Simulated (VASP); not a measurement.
Input of a VASP 6.6.1 run:

POSCAR

```
MgO
1.0
   -0.0086140562      2.2818350271      2.2818350271
    2.2818350271     -0.0086140562      2.2818350271
    2.2818350271      2.2818350271     -0.0086140562
Mg O
1 1
Direct
   -0.0003332306     -0.0003332306     -0.0003332306
    0.2503332306      0.2503332306      0.2503332306
```

File INCAR.step1:

```
SYSTEM = MgO
  PREC = Accurate
  ENCUT = 520
  EDIFF = 1E-5
  ISMEAR = 0
  SIGMA = 0.01
  LREAL = .FALSE.
  LASPH = .TRUE.
  NELM = 100
  ALGO = Normal
  ISIF = 2
  LWAVE = .TRUE.
  LCHARG = .FALSE.
  GGA = PE
  NBANDS = 11
```

Contents of INCAR.step2:

```
SYSTEM = MgO
  PREC = Accurate
  ENCUT = 520
  EDIFF = 1E-6
  ISMEAR = 0
  SIGMA = 0.01
  LREAL = .FALSE.
  LASPH = .TRUE.
  NELM = 100
  ALGO = Normal
  ISIF = 2
  LWAVE = .FALSE.
  LCHARG = .FALSE.
  GGA = PE
  LHFCALC = .TRUE.
  HFSCREEN = 0.2079
  PRECFOCK = Normal
  ISTART = 1
  NBANDS = 11
```

KPOINTS

```
Automatic mesh
0
G
  6 6 6
  0 0 0
```

Potentials or basis: VASP PAW PBE potentials, release 64 (Mg, O).

Command:

```console
$ cat potpaw_PBE.64/Mg/POTCAR potpaw_PBE.64/O/POTCAR > POTCAR
$ cp INCAR.step1 INCAR
$ mpirun -np 1 vasp_std > vasp.out
$ cp INCAR.step2 INCAR
$ mpirun -np 1 vasp_std > vasp.out
```

Task: Estimate the band gap on the k mesh.

Result: 5.19 eV.

Task: What does it give for the pressure?

Result: -0.8 GPa.

Stress tensor (GPa, compression positive):
```
-0.79  0.33  0.33
 0.33 -0.79  0.33
 0.33  0.33 -0.79
```

Caveat: the cell differs from its parent crystal (epitaxial 111 strain +0.4%); the structure was generated, so it needn't be the stable form of MgO; the PAW data sets were made with another functional, which shifts forces and pressure a little.
